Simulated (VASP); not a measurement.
Set up this calculation in VASP 6.6.1, as the native input.

* Task: single point
* Functional: r2SCAN
* Dispersion: rVV10
* Potentials or basis: VASP PAW PBE potentials, release 64 (Ca_sv, Si, H)
* Cutoff: 520 eV
* k mesh: 10 × 6 × 6
* Occupations: fermi-dirac, width 0.03 eV
* Spin: no spin polarisation
* Dipole correction: no
* Further INCAR settings: ALGO = Normal; EDIFF = 1e-06; NBANDS = 20

The system is CaSiH6.

```
CELL_PARAMETERS angstrom
3.08070 0.00000 0.00000
0.00000 2.87698 3.64247
0.00000 -2.87698 3.64247
ATOMIC_POSITIONS crystal
Ca 0.50000 0.57796 0.57796
Si 0.00000 0.96932 0.96932
H 0.00000 0.90842 0.31510
H 0.00000 0.31510 0.90842
H 0.00000 0.38853 0.38853
H 0.50000 0.68883 0.04363
H 0.50000 0.04363 0.68883
H 0.50000 0.10821 0.10821
```

These files were run (other wordings do the same):

POSCAR

```
CaSiH6
1.0
    3.0806967817      0.0000000000      0.0000000000
    0.0000000000      2.8769782507      3.6424676113
    0.0000000000     -2.8769782507      3.6424676113
Ca Si H
1 1 6
Direct
    0.5000000000      0.5779614137      0.5779614137
    0.0000000000      0.9693219921      0.9693219921
    0.0000000000      0.9084234292      0.3150951005
    0.0000000000      0.3150951005      0.9084234292
    0.0000000000      0.3885282258      0.3885282258
    0.5000000000      0.6888338809      0.0436310987
    0.5000000000      0.0436310987      0.6888338809
    0.5000000000      0.1082058590      0.1082058590
```

INCAR.step1

```
SYSTEM = CaSiH6
ALGO = Normal
EDIFF = 1E-4
ENCUT = 520
GGA = PE
ISMEAR = -1
LASPH = .TRUE.
LCHARG = .FALSE.
LREAL = .FALSE.
LWAVE = .TRUE.
NBANDS = 20
NELM = 60
PREC = Accurate
SIGMA = 0.03
```

INCAR.step2

```
SYSTEM = CaSiH6
ALGO = Normal
BPARAM = 11.95
CPARAM = 0.0093
EDIFF = 1E-6
ENCUT = 520
ISIF = 2
ISMEAR = -1
ISTART = 1
IVDW_NL = 2
LASPH = .TRUE.
LCHARG = .FALSE.
LMIXTAU = .TRUE.
LREAL = .FALSE.
LUSE_VDW = .TRUE.
LWAVE = .FALSE.
METAGGA = R2SCAN
NBANDS = 20
NELM = 60
PREC = Accurate
SIGMA = 0.03
```

KPOINTS

```
k-points
0
G
  10 6 6
  0 0 0
```

Potentials or basis: VASP PAW PBE potentials, release 64 (Ca_sv, Si, H).

Command:

```bash
$ cat potpaw_PBE.64/Ca_sv/POTCAR potpaw_PBE.64/Si/POTCAR potpaw_PBE.64/H/POTCAR > POTCAR
$ cp INCAR.step1 INCAR
$ mpirun -np 1 vasp_std > vasp.out
$ cp INCAR.step2 INCAR
$ mpirun -np 1 vasp_std > vasp.out
```

Results of the run:

* Pressure: 0.0 GPa
* Largest force: 0.074 eV/Å
* Band gap on the k mesh: zero (bands 10 and 11 overlap by 2.48 eV)

Caveat: the PAW data sets were made with another functional, which shifts forces and pressure a little.

It took 12 min on 1 thread of Oxide Virtual Turin-like Processor (shared host), peak memory 0.33 GiB.
